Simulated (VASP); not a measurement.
# Si6O11 (a cell with a defect) in VASP: further runs

Runs on Si6O11 (a cell with a defect). Level: PBE+D3(BJ). Tasks: single point.

Program: VASP 6.6.1. These are calculated values, not measurements. Logs are shortened: lines on timing, memory, paths and dates and some standing lists are left out, and cuts for length are marked.

### Step 1. The cell of the first run

The cell holds a defect, 17 atoms: a = 4.915 Å, b = 5.421 Å, c = 8.513 Å, α = 90.00°, β = 90.00°, γ = 90.00°.

### Step 2. Single point, PBE+D3(BJ) (atom 14 moved 0.000 of the way to it and +0.000 Å across, host rigid)

INCAR

```
ALGO = Normal
EDIFF = 1E-6
ENCUT = 520
GGA = PE
ISIF = 2
ISMEAR = 0
IVDW = 12
LASPH = True
LCHARG = False
LREAL = Auto
LWAVE = False
NBANDS = 59
NELECT = 88.0
NELM = 80
PREC = Accurate
SIGMA = 0.05
```

KPOINTS

```
k-points
0
Gamma
  4 4 2
```

POSCAR

```
Si6O11
1.0
   -2.4573906087      4.2563253884      0.0000000000
    0.0000000000      0.0000000000      5.4210324304
    7.3721718262      4.2563253883      0.0000000000
Si O
6 11
Direct
    0.7669799462      0.6666666667      0.2330200538
    0.2669799462      0.6666666667      0.7330200538
    0.9660401075      0.3333333333      0.5000000000
    0.4660401075      0.3333333333      0.0000000000
    0.2669799462      0.0000000000      0.2669799462
    0.7669799462      0.0000000000      0.7669799462
    0.2730030153      0.2203350802      0.1370425925
    0.7730030153      0.2203350802      0.6370425925
    0.0690623811      0.8870017469      0.7949771961
    0.6579346037      0.5536684135      0.0679802114
    0.1579346037      0.5536684135      0.5679802114
    0.0690623811      0.7796649198      0.2050228039
    0.5690623811      0.7796649198      0.7050228039
    0.1579346037      0.1129982531      0.4320197886
    0.6579346037      0.1129982531      0.9320197886
    0.7730030153      0.4463315865      0.3629574075
    0.2730030153      0.4463315865      0.8629574075
```

Potentials or basis: VASP PAW PBE potentials, release 64 (Si, O).

The run is started by

```bash
cat potpaw_PBE.64/Si/POTCAR potpaw_PBE.64/O/POTCAR > POTCAR
mpirun -np 1 vasp_std > vasp.out
```

OUTCAR:

```text
EDIFF = 1E-6
   ENCUT = 520
   GGA = PE
   ISIF = 2
   ISMEAR = 0
   IVDW = 12
   LASPH = True
   LREAL = Auto
   NELECT = 88.0
   NELM = 80
   PREC = Accurate
 IVDW          = 12

 ion  position               nearest neighbor table
   1  0.767  0.667  0.233-  12 1.62  10 1.62  16 1.63   5 3.06   5 3.06   3 3.06   4 3.06
   2  0.267  0.667  0.733-  13 1.62  11 1.62  17 1.63   9 1.63   6 3.06   6 3.06   4 3.06   3 3.06

   3  0.966  0.333  0.500-   8 1.62  16 1.62  14 1.63  11 1.63   6 3.06   1 3.06   5 3.06   2 3.06

   4  0.466  0.333  0.000-   7 1.62  17 1.62  15 1.63  10 1.63   5 3.06   2 3.06   6 3.06   1 3.06

   5  0.267  0.000  0.267-  14 1.62   7 1.63  12 1.63   4 3.06   1 3.06   1 3.06   3 3.06
   6  0.767  0.000  0.767-  15 1.62   9 1.62   8 1.63  13 1.63   3 3.06   2 3.06   2 3.06   4 3.06

   7  0.273  0.220  0.137-   4 1.62   5 1.63
   8  0.773  0.220  0.637-   3 1.62   6 1.63
   9  0.069  0.887  0.795-   6 1.62   2 1.63
  10  0.658  0.554  0.068-   1 1.62   4 1.63
  11  0.158  0.554  0.568-   2 1.62   3 1.63
  12  0.069  0.780  0.205-   1 1.62   5 1.63
  13  0.569  0.780  0.705-   2 1.62   6 1.63
  14  0.158  0.113  0.432-   5 1.62   3 1.63
  15  0.658  0.113  0.932-   6 1.62   4 1.63
  16  0.773  0.446  0.363-   3 1.62   1 1.63
  17  0.273  0.446  0.863-   4 1.62   2 1.63

  LATTYP: Found a simple orthorhombic cell.
 ALAT       =     4.9147812175
 B/A-ratio  =     1.1030058492
 C/A-ratio  =     1.7320508076

  Lattice vectors:

 A1 = (  -2.4573906087,   4.2563253884,   0.0000000000)
 A2 = (   0.0000000000,   0.0000000000,   5.4210324304)
 A3 = (   7.3721718262,   4.2563253883,   0.0000000000)

Analysis of symmetry for initial positions (statically):
=====================================================================
 Subroutine PRICEL returns:
 Original cell was already a primitive cell.

 Routine SETGRP: Setting up the symmetry group for a
 simple orthorhombic supercell.

 Subroutine GETGRP returns: Found  1 space group operations
 (whereof  1 operations were pure point group operations)
 out of a pool of  8 trial point group operations.

The static configuration has the point symmetry C_1 .

Analysis of symmetry for dynamics (positions and initial velocities):
=====================================================================
 Subroutine PRICEL returns:
 Original cell was already a primitive cell.

[... 135 lines left out ...]
   NSW    =      0    number of steps for IOM
   IBRION =     -1    ionic relax: 0-MD 1-quasi-New 2-CG
   NFREE  =      0    steps in history (QN), initial steepest desc. (CG)
   ISIF   =      2    stress and relaxation
   ISYM   =      2    0-nonsym 1-usesym 2-fastsym
   POTIM  = 0.5000    time-step for ionic-motion
   TEBEG  =    0.0;   TEEND  =   0.0 temperature during run
   PSTRESS=    0.0 pullay stress
   NELECT =      88.0000    total number of electrons
   NUPDOWN=      -1.0000    fix difference up-down
   EMIN   =  10.00;   EMAX   =-10.00  energy-range for DOS
   EFERMI =   0.00;   METHOD = LEGACY
   ISMEAR =     0;   SIGMA  =   0.05  broadening in eV -4-tet -1-fermi 0-gaus
   EFERMI_NEDOS =   21; number of points for ismear=-14 and -15
   IALGO  =     38    algorithm
   IMIX   =      4    mixing-type and parameters
     AMIX     =   0.40;   BMIX     =  1.00
     AMIX_MAG =   1.60;   BMIX_MAG =  1.00
  volume/ion in A,a.u.               =      13.34        90.03
  Fermi-wavevector in a.u.,A,eV,Ry     =   1.194040  2.256408 19.398241  1.425730
  Thomas-Fermi vector in A             =   2.330039
   LORBIT       =      0    0 simple, 1 ext, 2 COOP (PROOUT), +10 PAW based schemes
   GGA     = PE    functional components
   LHFCALC =     F    Hartree Fock is set to
   AEXX    =    0.0000 exact exchange contribution
   IVDW    =    12    specifies the selected vdW correction
   LEPSILON=     F    determine dielectric tensor
   LRPA    =     F    only Hartree local field effects (RPA)
 non-spin polarized calculation
 Gauss-broadening in eV      SIGMA  =   0.05
  energy-cutoff  :      520.00
  volume of cell :      226.80
 maximum number of plane-waves:      6164
 NGX is ok and might be reduce to    40
   NGX = 19   NGY = 21   NGZ = 31

 number of electron      88.0000029 magnetization

 Free energy of the ion-electron system (eV)
  ---------------------------------------------------
  ext. energy  EPLUGINS =         0.00000000
  ---------------------------------------------------
  free energy    TOTEN  =      -134.31613500 eV

  energy without entropy =     -134.30018669  energy(sigma->0) =     -134.30816085

 E-fermi :   0.9575     XC(G=0):  -8.9002

 val. band max:        0.9570207507   @ k =   0.5000   0.0000  -0.0000
 cond. band min:       0.9598350304   @ k =   0.2500   0.0000  -0.0000
 fundamental gap:      0.0028142798
 Fermi energy:         0.9575450167

 k-point     1 :       0.0000    0.0000    0.0000
  band No.  band energies     occupation
      1     -18.6490      2.00000
      2     -17.9039      2.00000
      3     -17.7049      2.00000
      4     -17.4643      2.00000
      5     -17.3921      2.00000
      6     -16.8548      2.00000
[... 1169 lines left out ...]
     55      11.1715      0.00000
     56      11.1805      0.00000
 [bands above 56 left out]

------------------------ aborting loop because EDIFF is reached ----------------------------------------

 Edisp (eV)   -2.41109

 E8    (eV) :    -0.8270

  FORCE on cell =-STRESS in cart. coord.  units (eV):
  Direction    XX          YY          ZZ          XY          YZ          ZX
  --------------------------------------------------------------------------------------
  -------------------------------------------------------------------------------------
  Total     -16.73390   -16.89615   -17.81651     0.46395     2.43768    -1.80737
  in kB    -118.21072  -119.35683  -125.85843     3.27742    17.22012   -12.76754
  external pressure =     -121.14 kB  Pullay stress =        0.00 kB

 VOLUME and BASIS-vectors are now :
 -----------------------------------------------------------------------------
  energy-cutoff  :      520.00
  volume of cell :      226.80
      direct lattice vectors                 reciprocal lattice vectors
    -2.457390609  4.256325388  0.000000000    -0.101733928  0.176208333  0.000000000
     0.000000000  0.000000000  5.421032430     0.000000000  0.000000000  0.184466707
     7.372171826  4.256325388  0.000000000     0.101733928  0.058736111  0.000000000

 POSITION                                       TOTAL-FORCE (eV/Angst)
 -----------------------------------------------------------------------------------
     -0.16691      4.25633      3.61402        -0.976824      0.361498     -2.406264
      4.74788      4.25633      3.61402        -0.005238     -0.202099     -0.170275
      1.31215      6.23994      1.80701         1.153602      1.169548      0.743785
     -1.14524      1.98362      1.80701        -1.250050     -0.920454     -0.402238
      1.31215      2.27271      0.00000         0.927054     -1.580947      1.539094
      3.76954      6.52903      0.00000        -0.075618      0.085018      0.050701
[... 9 lines left out ...]
      0.77621      4.83502      2.41958        -0.256443     -1.148704      0.870315
      5.69100      4.83502      2.41958         0.303815      0.177113     -0.090180
 -----------------------------------------------------------------------------------
    total drift:                               -0.000310     -0.000911     -0.001571

  FREE ENERGIE OF THE ION-ELECTRON SYSTEM (eV)
  ---------------------------------------------------
  free  energy   TOTEN  =      -136.7272233469 eV

  energy  without entropy=     -136.7112750388  energy(sigma->0) =     -136.71924919
```

OSZICAR:

```text
N       E                     dE             d eps       ncg     rms          rms(c)
DAV:   1     0.523917540043E+03    0.52392E+03   -0.45723E+04  2384   0.137E+03
[... 13 lines left out ...]
DAV:  15    -0.134317117076E+03    0.13151E-02   -0.24204E-03  2944   0.180E-01    0.337E-01
DAV:  16    -0.134316090951E+03    0.10261E-02   -0.10410E-02  3072   0.259E-01    0.526E-02
DAV:  17    -0.134316132666E+03   -0.41715E-04   -0.82705E-04  2784   0.901E-02    0.270E-02
DAV:  18    -0.134316144863E+03   -0.12197E-04   -0.24256E-04  2816   0.352E-02    0.325E-02
DAV:  19    -0.134316137666E+03    0.71970E-05   -0.24137E-05  2792   0.154E-02    0.187E-02
DAV:  20    -0.134316134953E+03    0.27135E-05   -0.18882E-05  2744   0.142E-02    0.399E-03
DAV:  21    -0.134316135001E+03   -0.48850E-07   -0.31898E-06  1696   0.639E-03
   1 F= -.13672722E+03 E0= -.13671925E+03  d E =-.159483E-01
```

stdout:

```text
POSCAR found type information on POSCAR SiO
 POSCAR found :  2 types and      17 ions
 scaLAPACK will be used
 LDA part: xc-table for (Slater+PW92), standard interpolation
 POSCAR, INCAR and KPOINTS ok, starting setup
 FFT: planning ... GRIDC
 FFT: planning ... GRID_SOFT
 FFT: planning ... GRID
 WAVECAR not read
 entering main loop
 the old and the new charge density differ
 old charge density:    90.00000 new   88.00000
    0.333E+01
```

Run time: 4.8 min. Hardware: 1 thread of Intel Xeon 6975P-C (Granite Rapids), shared host; peak memory 0.37 GiB.

Results:

* Free energy: -136.7272 eV
* Largest force: 2.622 eV/Å
* Dispersion energy per atom: -0.142 eV

Forces in eV/Å, atoms in the order of the input:
```
Si  -0.977  0.361 -2.406
Si  -0.005 -0.202 -0.170
Si   1.154  1.170  0.744
Si  -1.250 -0.920 -0.402
Si   0.927 -1.581  1.539
Si  -0.076  0.085  0.051
O    0.604  0.789 -0.888
O   -0.244 -0.172 -0.040
O    0.062  0.151  0.018
O    0.633  0.690  1.262
O   -0.238 -0.231 -0.079
O    0.111  0.280  0.443
O   -0.172  0.064  0.063
O   -1.117  0.319 -1.193
O    0.541  0.169  0.280
O   -0.256 -1.149  0.870
O    0.304  0.177 -0.090
```

Levels at points of the mesh, in eV from the Fermi level:
```csv
k point,band 42,band 43,band 44,band 45,band 46,band 47
"(0.00, 0.00, 0.00)",-0.59,-0.27,-0.19,-0.03,4.64,6.53
"(0.50, 0.00, 0.00)",-0.50,-0.04,0.00,0.60,3.62,6.80
"(0.00, 0.50, 0.00)",-0.32,-0.24,-0.06,0.03,4.26,7.01
"(0.50, 0.50, 0.00)",-0.55,-0.51,-0.33,0.47,3.85,6.54
"(0.00, 0.00, 0.50)",-0.49,-0.29,-0.17,-0.02,4.63,6.30
"(0.50, 0.00, 0.50)",-0.49,-0.05,-0.02,0.60,3.63,6.76
"(0.00, 0.50, 0.50)",-0.46,-0.30,-0.04,0.06,4.27,7.12
"(0.50, 0.50, 0.50)",-0.52,-0.33,-0.24,0.40,3.84,6.57
```

Caveat: the k points lie up to 0.37 Å⁻¹ apart; the cell carries a net charge on a neutralising background, which shifts energy and pressure; the cell differs from its parent crystal (atom 14 moved 0.000 of the way to it and +0.000 Å across, host rigid); the cell is charged against a uniform background, so pressure and absolute levels hang on convention.

### Step 3. Single point, PBE+D3(BJ) (atom 14 moved 0.875 of the way to it and +0.125 Å across, host rigid)

INCAR

```
SYSTEM = Si6O11
  PREC = Accurate
  ENCUT = 520
  EDIFF = 1E-6
  ISMEAR = 0
  SIGMA = 0.05
  LREAL = Auto
  LASPH = .True.
  NELM = 100
  ALGO = Normal
  ISIF = 2
  LWAVE = .False.
  LCHARG = .False.
  GGA = PE
  IVDW = 12
  NBANDS = 59
  NELECT = 88.0
```

KPOINTS

```
regular mesh
0
Gamma
  4 4 2
  0 0 0
```

Edit POSCAR of step 2 so:

```diff
@@ -21,3 +21,3 @@
     0.5690623811      0.7796649198      0.7050228039
-    0.1579346037      0.1129982531      0.4320197886
+    0.5211540919     -0.0975524532      0.3241530500
     0.6579346037      0.1129982531      0.9320197886
```

Potentials or basis: VASP PAW PBE potentials, release 64 (Si, O).

The run is started by

```bash
cat potpaw_PBE.64/Si/POTCAR potpaw_PBE.64/O/POTCAR > POTCAR
mpirun -np 1 vasp_std > vasp.out
```

Wall time 4.2 min (1 thread of Intel Xeon 6975P-C (Granite Rapids), shared host); peak memory 0.37 GiB.

It converged, with:

```yaml
Free_energy: -135.9325 eV
Largest_force: 10.568 eV/Å
Dispersion_energy_per_atom: -0.142 eV
```

Forces on the atoms (eV/Å):
```
Si   0.543 -1.630  0.639
Si   1.112  1.471  0.212
Si   2.502 -0.674  2.793
Si  -1.177 -0.415  0.434
Si  -2.023 -7.880  2.294
Si   1.093  0.435 -1.268
O    2.139  0.028 -0.656
O   -1.773 -0.023  0.071
O   -0.422 -0.163  0.019
O    0.885  0.805  1.035
O   -1.328 -1.036 -1.222
O    1.296 -0.392  0.966
O   -0.290 -0.149  0.048
O   -2.845  9.109 -4.541
O    0.203  0.036  0.212
O    0.082  0.504 -0.884
O    0.002 -0.025 -0.151
```

Levels at points of the mesh, in eV from the Fermi level:
| k point | band 41 | band 42 | band 43 | band 44 | band 45 | band 46 | band 47 | band 48 |
| --- | --- | --- | --- | --- | --- | --- | --- | --- |
| (0.00, 0.00, 0.00) | -0.90 | -0.73 | -0.33 | -0.10 | -0.03 | 4.36 | 6.04 | 6.66 |
| (0.50, 0.00, 0.00) | -0.79 | -0.68 | -0.22 | -0.08 | 0.17 | 4.16 | 6.01 | 7.12 |
| (0.00, 0.50, 0.00) | -0.89 | -0.55 | -0.41 | -0.05 | 0.18 | 4.10 | 6.26 | 6.57 |
| (0.50, 0.50, 0.00) | -0.93 | -0.60 | -0.56 | -0.45 | 0.16 | 4.43 | 6.53 | 6.94 |
| (0.00, 0.00, 0.50) | -0.86 | -0.73 | -0.31 | -0.06 | 0.05 | 4.20 | 6.41 | 6.51 |
| (0.50, 0.00, 0.50) | -0.78 | -0.66 | -0.24 | -0.08 | 0.11 | 4.20 | 6.02 | 7.12 |
| (0.00, 0.50, 0.50) | -0.89 | -0.61 | -0.45 | -0.03 | 0.22 | 4.09 | 6.28 | 6.59 |
| (0.50, 0.50, 0.50) | -0.87 | -0.56 | -0.54 | -0.36 | 0.06 | 4.42 | 6.55 | 7.03 |

Caveat: the k points lie up to 0.37 Å⁻¹ apart; the cell carries a net charge on a neutralising background, which shifts energy and pressure; the cell differs from its parent crystal (atom 14 moved 0.875 of the way to it and +0.125 Å across, host rigid); the cell is charged against a uniform background, so pressure and absolute levels hang on convention.

### Step 4. Single point, PBE+D3(BJ) (atom 14 moved 0.125 of the way to it and -0.375 Å across, host rigid)

INCAR

```
PREC     = Accurate       # precision mode
ENCUT    = 520            # plane-wave cutoff, eV
EDIFF    = 1E-7           # SCF threshold, eV
ISMEAR   = 0              # smearing method
SIGMA    = 0.05           # smearing width, eV
LREAL    = Auto         
LASPH    = True           # aspherical terms in the spheres
NELM     = 100            # most SCF steps
ALGO     = Normal         # electronic algorithm
ISIF     = 2              # what is computed and relaxed
LWAVE    = False          # write WAVECAR
LCHARG   = True           # write CHGCAR
GGA      = PE             # functional
IVDW     = 12             # dispersion correction
LELF     = True           # ELF
LVHAR    = True         
NBANDS   = 59             # bands
NELECT   = 88.0
```

KPOINTS

```
Automatic mesh
0
Gamma
  4 4 2
```

Edit POSCAR of step 3 so:

```diff
@@ -21,3 +21,3 @@
     0.5690623811      0.7796649198      0.7050228039
-    0.5211540919     -0.0975524532      0.3241530500
+    0.1988775268      0.1231599800      0.3787528750
     0.6579346037      0.1129982531      0.9320197886
```

The run is started by

```bash
cat potpaw_PBE.64/Si/POTCAR potpaw_PBE.64/O/POTCAR > POTCAR
mpirun -np 1 vasp_std > vasp.out
```

Wall time 4.4 min (1 thread of Intel Xeon 6975P-C (Granite Rapids), shared host); peak memory 0.38 GiB.

It converged, with:

* Free energy: -130.0372 eV
* Largest force: 45.450 eV/Å
* Dispersion energy per atom: -0.142 eV

Forces on the atoms (eV/Å):
```
Si   -1.721   0.694  -2.600
Si    0.297   0.122  -0.150
Si   -0.478   1.677   0.104
Si   -0.633  -1.218  -0.833
Si  -32.789  -8.545 -19.873
Si    0.261   0.295  -0.320
O    -2.387   0.069  -0.333
O    -1.472  -0.031  -0.134
O    -0.091   0.082   0.031
O     0.666   0.809   1.451
O    -0.632  -0.556  -0.714
O     0.118  -0.073  -0.189
O    -0.208  -0.022   0.116
O    38.700   7.202  22.718
O     0.327   0.220   0.277
O    -0.092  -0.805   0.468
O     0.133   0.077  -0.018
```

Levels at points of the mesh, in eV from the Fermi level:
| k point | band 42 | band 43 | band 44 | band 45 | band 46 | band 47 |
| --- | --- | --- | --- | --- | --- | --- |
| (0.00, 0.00, 0.00) | -0.52 | -0.48 | -0.15 | -0.02 | 5.31 | 5.96 |
| (0.50, 0.00, 0.00) | -0.39 | -0.11 | -0.04 | 0.74 | 3.88 | 6.79 |
| (0.00, 0.50, 0.00) | -0.31 | -0.29 | -0.02 | 0.12 | 4.66 | 6.67 |
| (0.50, 0.50, 0.00) | -0.57 | -0.44 | -0.38 | 0.57 | 4.24 | 6.45 |
| (0.00, 0.00, 0.50) | -0.47 | -0.39 | -0.14 | -0.02 | 5.31 | 5.82 |
| (0.50, 0.00, 0.50) | -0.37 | -0.12 | -0.05 | 0.74 | 3.89 | 6.60 |
| (0.00, 0.50, 0.50) | -0.38 | -0.34 | -0.02 | 0.12 | 4.70 | 6.68 |
| (0.50, 0.50, 0.50) | -0.58 | -0.34 | -0.25 | 0.52 | 4.24 | 6.57 |

Caveat: the k points lie up to 0.37 Å⁻¹ apart; the cell carries a net charge on a neutralising background, which shifts energy and pressure; the cell differs from its parent crystal (atom 14 moved 0.125 of the way to it and -0.375 Å across, host rigid); the cell is charged against a uniform background, so pressure and absolute levels hang on convention.
